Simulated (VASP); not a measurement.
# Pt3Br (I4/mmm) in VASP: single point with PBE

Aim: the single point of Pt3Br with PBE.

All numbers are computed with VASP 6.6.1; they aren't measurements. Logs are shortened: lines on timing, memory, paths and dates and some standing lists are left out, and cuts for length are marked.

**1. The cell of the first run**

Symmetry: I4/mmm, No. 139, tetragonal system. The conventional cell has a = 4.579 Å, b = 4.579 Å, c = 6.507 Å, α = 90.00°, β = 90.00°, γ = 90.00°. Pt (site symmetry 4/mmm) has 8 Pt at 2.81 Å and 6 Br at 3.24 to 3.25 Å within 3.7 Å. Pt (site symmetry -4m2) has 10 Pt at 2.81 to 3.25 Å and 4 Br at 2.81 Å within 3.7 Å. Br (site symmetry 4/mmm) has 14 Pt at 2.81 to 3.25 Å within 3.7 Å.

**2. Single point, PBE**

Contents of INCAR:

```
SYSTEM = Pt3Br
PREC = Accurate
ENCUT = 520
EDIFF = 1E-7
ISMEAR = 0
SIGMA = 0.1
LREAL = .FALSE.
LASPH = .TRUE.
NELM = 100
ALGO = Normal
ISIF = 2
LWAVE = .FALSE.
LCHARG = .FALSE.
GGA = PE
NBANDS = 26
```

Contents of KPOINTS:

```
regular mesh
0
G
  6 6 6
  0 0 0
```

Contents of POSCAR:

```
Pt3Br
1.0
   -2.2895283094      2.2895283094      3.2536121179
    2.2895283094     -2.2895283094      3.2536121179
    2.2895283094      2.2895283094     -3.2536121179
Pt Br
3 1
Direct
    0.5000000000      0.5000000000      0.0000000000
    0.2500000000      0.7500000000      0.5000000000
    0.7500000000      0.2500000000      0.5000000000
    0.0000000000      0.0000000000      0.0000000000
```

Potentials or basis: VASP PAW PBE potentials, release 64 (Pt, Br).

Command:

```bash
$ cat potpaw_PBE.64/Pt/POTCAR potpaw_PBE.64/Br/POTCAR > POTCAR
$ mpirun -np 1 vasp_std > vasp.out
```

OUTCAR:

```text
SYSTEM = Pt3Br
   PREC = Accurate
   ENCUT = 520
   EDIFF = 1E-7
   ISMEAR = 0
   LREAL = .FALSE.
   LASPH = .TRUE.
   NELM = 100
   ISIF = 2
   GGA = PE

 ion  position               nearest neighbor table
   1  0.500  0.500  0.000-   2 2.81   3 2.81   2 2.81   3 2.81   2 2.81   3 2.81   2 2.81   3 2.81

   2  0.250  0.750  0.500-   4 2.81   1 2.81   1 2.81   4 2.81   1 2.81   4 2.81   4 2.81   1 2.81
                             3 3.24   3 3.24   3 3.24   3 3.24   3 3.25   3 3.25
   3  0.750  0.250  0.500-   1 2.81   4 2.81   1 2.81   4 2.81   1 2.81   4 2.81   1 2.81   4 2.81
                             2 3.24   2 3.24   2 3.24   2 3.24   2 3.25   2 3.25
   4  0.000  0.000  0.000-   3 2.81   2 2.81   2 2.81   3 2.81   2 2.81   3 2.81   3 2.81   2 2.81

  LATTYP: Found a body centered tetragonal cell.
 ALAT       =     4.5790566188
 C/A-ratio  =     1.4210840305

  Lattice vectors:

 A1 = (  -2.2895283094,   2.2895283094,   3.2536121179)
 A2 = (   2.2895283094,  -2.2895283094,   3.2536121179)
 A3 = (   2.2895283094,   2.2895283094,  -3.2536121179)

Analysis of symmetry for initial positions (statically):
=====================================================================
 Subroutine PRICEL returns:
 Original cell was already a primitive cell.

 Routine SETGRP: Setting up the symmetry group for a
 body centered tetragonal supercell.

 Subroutine GETGRP returns: Found 16 space group operations
 (whereof 16 operations were pure point group operations)
 out of a pool of 16 trial point group operations.

The static configuration has the point symmetry D_4h.

Analysis of symmetry for dynamics (positions and initial velocities):
=====================================================================
 Subroutine PRICEL returns:
 Original cell was already a primitive cell.

 Routine SETGRP: Setting up the symmetry group for a
 body centered tetragonal supercell.

 Subroutine GETGRP returns: Found 16 space group operations
 (whereof 16 operations were pure point group operations)
 out of a pool of 16 trial point group operations.

The dynamic configuration has the point symmetry D_4h.

 Subroutine INISYM returns: Found 16 space group operations
 (whereof 16 operations are pure point group operations),
 and found     1 'primitive' translations

----------------------------------------------------------------------------------------

                                     Primitive cell

  volume of cell :      68.2210

  direct lattice vectors                    reciprocal lattice vectors
    -2.289528309  2.289528309  3.253612118     0.000000000  0.218385594  0.153675356
     2.289528309 -2.289528309  3.253612118     0.218385594  0.000000000  0.153675356
     2.289528309  2.289528309 -3.253612118     0.218385594  0.218385594  0.000000000

  length of vectors
     4.590192978  4.590192978  4.590192978     0.267036295  0.267036295  0.308843869

  position of ions in fractional coordinates (direct lattice)
     0.500000000  0.500000000  0.000000000
     0.250000000  0.750000000  0.500000000
     0.750000000  0.250000000  0.500000000
     0.000000000  0.000000000  0.000000000

  ion indices of the primitive-cell ions
   primitive index   ion index
                 1           1
                 2           2
                 3           3
                 4           4

----------------------------------------------------------------------------------------

 KPOINTS: regular mesh

Automatic generation of k-mesh.
 Grid dimensions read from file:
 generate k-points for:    6    6    6

 Generating k-lattice:

  Cartesian coordinates                     Fractional coordinates (reciprocal lattice)
     0.000000000  0.036397599  0.025612559     0.166666667  0.000000000 -0.000000000
     0.036397599  0.000000000  0.025612559     0.000000000  0.166666667 -0.000000000
     0.036397599  0.036397599  0.000000000     0.000000000  0.000000000  0.166666667

  Length of vectors
     0.044506049  0.044506049  0.051473978

  Shift w.r.t. Gamma in fractional coordinates (k-lattice)
     0.000000000  0.000000000  0.000000000

 Subroutine IBZKPT returns following result:
 ===========================================

 Found     30 irreducible k-points:

 Following reciprocal coordinates:
            Coordinates               Weight
  0.000000  0.000000  0.000000      1.000000
  0.166667  0.000000 -0.000000      8.000000
  0.333333  0.000000  0.000000      8.000000
  0.500000  0.000000  0.000000      4.000000
  0.166667  0.166667 -0.000000      8.000000
  0.333333  0.166667  0.000000     16.000000
[... 16 lines left out ...]
 -0.333333 -0.333333  0.166667      8.000000
 -0.166667 -0.333333  0.166667      8.000000
 [... further k-points ...]
   k-points           NKPTS =     30   k-points in BZ     NKDIM =     30   number of bands    NBANDS=     26
   number of dos      NEDOS =    301   number of ions     NIONS =      4
   total plane-waves  NPLWV =  46656
   dimension x,y,z NGX =    36 NGY =   36 NGZ =   36
   dimension x,y,z NGXF=    72 NGYF=   72 NGZF=   72
   ions per type =               3   1
   NGX,Y,Z   is equivalent  to a cutoff of  13.04, 13.04, 13.04 a.u.
   NGXF,Y,Z  is equivalent  to a cutoff of  26.08, 26.08, 26.08 a.u.
 SYSTEM =  Pt3Br
   PREC   = accura    normal or accurate (medium, high low for compatibility)
   ISTART =      0    job   : 0-new  1-cont  2-samecut
   ICHARG =      2    charge: 1-file 2-atom 10-const
   ISPIN  =      1    spin polarized calculation?
   LNONCOLLINEAR =      F non collinear calculations
   LSORBIT =      F    spin-orbit coupling
   LASPH  =      T    aspherical Exc in radial PAW
   ENCUT  =  520.0 eV  38.22 Ry    6.18 a.u.   8.53  8.53  8.53*2*pi/ulx,y,z
   NELM   =    100;   NELMIN=  2; NELMDL= -5     # of ELM steps
   EDIFF  = 0.1E-06   stopping-criterion for ELM
   LREAL  =      F    real-space projection
   EDIFFG = 0.1E-05   stopping-criterion for IOM
   NSW    =      0    number of steps for IOM
   IBRION =     -1    ionic relax: 0-MD 1-quasi-New 2-CG
   NFREE  =      0    steps in history (QN), initial steepest desc. (CG)
   ISIF   =      2    stress and relaxation
   ISYM   =      2    0-nonsym 1-usesym 2-fastsym
   POTIM  = 0.5000    time-step for ionic-motion
   TEBEG  =    0.0;   TEEND  =   0.0 temperature during run
   PSTRESS=    0.0 pullay stress
   NELECT =      37.0000    total number of electrons
   NUPDOWN=      -1.0000    fix difference up-down
   EMIN   =  10.00;   EMAX   =-10.00  energy-range for DOS
   EFERMI =   0.00;   METHOD = LEGACY
   ISMEAR =     0;   SIGMA  =   0.10  broadening in eV -4-tet -1-fermi 0-gaus
   EFERMI_NEDOS =   21; number of points for ismear=-14 and -15
   IALGO  =     38    algorithm
   IMIX   =      4    mixing-type and parameters
     AMIX     =   0.40;   BMIX     =  1.00
     AMIX_MAG =   1.60;   BMIX_MAG =  1.00
  volume/ion in A,a.u.               =      17.06       115.09
  Fermi-wavevector in a.u.,A,eV,Ry     =   1.335066  2.522909 24.251049  1.782402
  Thomas-Fermi vector in A             =   2.463799
   LORBIT       =      0    0 simple, 1 ext, 2 COOP (PROOUT), +10 PAW based schemes
   GGA     = PE    functional components
   LHFCALC =     F    Hartree Fock is set to
   AEXX    =    0.0000 exact exchange contribution
   IVDW    =     0    specifies the selected vdW correction
   LEPSILON=     F    determine dielectric tensor
   LRPA    =     F    only Hartree local field effects (RPA)
 non-spin polarized calculation
 Gauss-broadening in eV      SIGMA  =   0.10
  energy-cutoff  :      520.00
  volume of cell :       68.22
 maximum number of plane-waves:      1856
 NGX is ok and might be reduce to    36
   NGX = 17   NGY = 17   NGZ = 17

 number of electron      37.0000003 magnetization

 Free energy of the ion-electron system (eV)
  ---------------------------------------------------
  ext. energy  EPLUGINS =         0.00000000
  ---------------------------------------------------
  free energy    TOTEN  =       -17.36935322 eV

  energy without entropy =      -17.34520623  energy(sigma->0) =      -17.35727973

 E-fermi :   8.8748     XC(G=0): -12.4222

 val. band max:        8.8748003656   @ k =   0.3333   0.1667   0.0000
 cond. band min:       8.8833904233   @ k =  -0.1667   0.3333   0.1667
 fundamental gap:      0.0085900577
 Fermi energy:         8.8748299588

 k-point     1 :       0.0000    0.0000    0.0000
  band No.  band energies     occupation
      1      -8.2552      2.00000
      2       2.4451      2.00000
      3       2.4471      2.00000
      4       2.4471      2.00000
      5       3.2189      2.00000
      6       4.0721      2.00000
[... 18 lines left out ...]
     25      16.8966      0.00000
     26      16.9442      0.00000

 k-point     2 :       0.1667    0.0000   -0.0000
  band No.  band energies     occupation
      1      -8.1899      2.00000
      2       1.6271      2.00000
      3       2.4157      2.00000
      4       2.4166      2.00000
      5       4.3766      2.00000
      6       4.3831      2.00000
[... 18 lines left out ...]
     25      17.1381      0.00000
     26      17.1432      0.00000

 k-point     3 :       0.3333    0.0000    0.0000
  band No.  band energies     occupation
      1      -8.0585      2.00000
      2       1.0982      2.00000
      3       2.4128      2.00000
      4       2.4136      2.00000
      5       4.6758      2.00000
      6       4.8549      2.00000
[... 18 lines left out ...]
     25      17.8242      0.00000
     26      17.8366      0.00000

 k-point     4 :       0.5000    0.0000    0.0000
  band No.  band energies     occupation
      1      -7.9924      2.00000
      2       0.9400      2.00000
      3       2.4323      2.00000
      4       2.4334      2.00000
      5       4.6582      2.00000
      6       4.8936      2.00000
[... 18 lines left out ...]
     25      17.2547      0.00000
     26      18.6486      0.00000
[... 496 lines left out ...]
      1      -7.9824      2.00000
      2       1.1393      2.00000
      3       2.2556      2.00000
      4       2.5867      2.00000
      5       4.4311      2.00000
      6       4.7761      2.00000
[... 18 lines left out ...]
     25      17.3424      0.00000
     26      18.6871      0.00000

 k-point    23 :      -0.3333   -0.3333    0.1667
  band No.  band energies     occupation
      1      -7.9909      2.00000
      2       1.1924      2.00000
      3       2.4307      2.00000
      4       2.6143      2.00000
      5       4.3495      2.00000
      6       4.5821      2.00000
[... 18 lines left out ...]
     25      17.9152      0.00000
     26      19.1896      0.00000

 k-point    24 :      -0.1667   -0.3333    0.1667
  band No.  band energies     occupation
      1      -8.0669      2.00000
      2       1.0914      2.00000
      3       2.5129      2.00000
      4       2.6655      2.00000
      5       4.5379      2.00000
      6       4.6604      2.00000
[... 18 lines left out ...]
     25      17.5177      0.00000
     26      19.0004      0.00000

 [... further k-points ...]
[... 5 lines left out ...]
  --------------------------------------------------------------------------------------
  -------------------------------------------------------------------------------------
  Total       -0.0567137     -0.0567137     -0.1371717      0.0000000     -0.0000000      0.0000000
  in kB       -1.3319287     -1.3319287     -3.2214943      0.0000000     -0.0000000      0.0000000
  external PRESSURE =      -1.9617839 kB  Pullay stress =       0.0000000 kB

 VOLUME and BASIS-vectors are now :
 -----------------------------------------------------------------------------
  energy-cutoff  :      520.00
  volume of cell :       68.22
      direct lattice vectors                 reciprocal lattice vectors
    -2.289528309  2.289528309  3.253612118     0.000000000  0.218385594  0.153675356
     2.289528309 -2.289528309  3.253612118     0.218385594  0.000000000  0.153675356
     2.289528309  2.289528309 -3.253612118     0.218385594  0.218385594  0.000000000

 POSITION                                       TOTAL-FORCE (eV/Angst)
 -----------------------------------------------------------------------------------
      0.00000      0.00000      3.25361         0.000000     -0.000000      0.000000
      2.28953     -0.00000      1.62681         0.000000     -0.000000     -0.000000
     -0.00000      2.28953      1.62681        -0.000000      0.000000      0.000000
      0.00000      0.00000      0.00000         0.000000     -0.000000      0.000000
 -----------------------------------------------------------------------------------
    total drift:                               -0.000000      0.000000      0.000000

  FREE ENERGIE OF THE ION-ELECTRON SYSTEM (eV)
  ---------------------------------------------------
  free  energy   TOTEN  =       -17.3693532204 eV

  energy  without entropy=      -17.3452062324  energy(sigma->0) =      -17.35727973
```

Run time: 49 s. Hardware: 1 thread of Intel Xeon Platinum 8259CL at 2.50GHz (Skylake/Cascade Lake), shared host; peak memory 0.22 GiB.

Results:

- Free energy: -17.3694 eV
- Pressure: -0.2 GPa
- Band gap on the k mesh: zero (an odd number of electrons rules out a gap without spin polarisation)

Caveat: spin-orbit coupling is left out, which moves the levels of the heavy elements; an odd number of electrons without spin polarisation forces a metal; a magnetic or distorted state may lie lower.
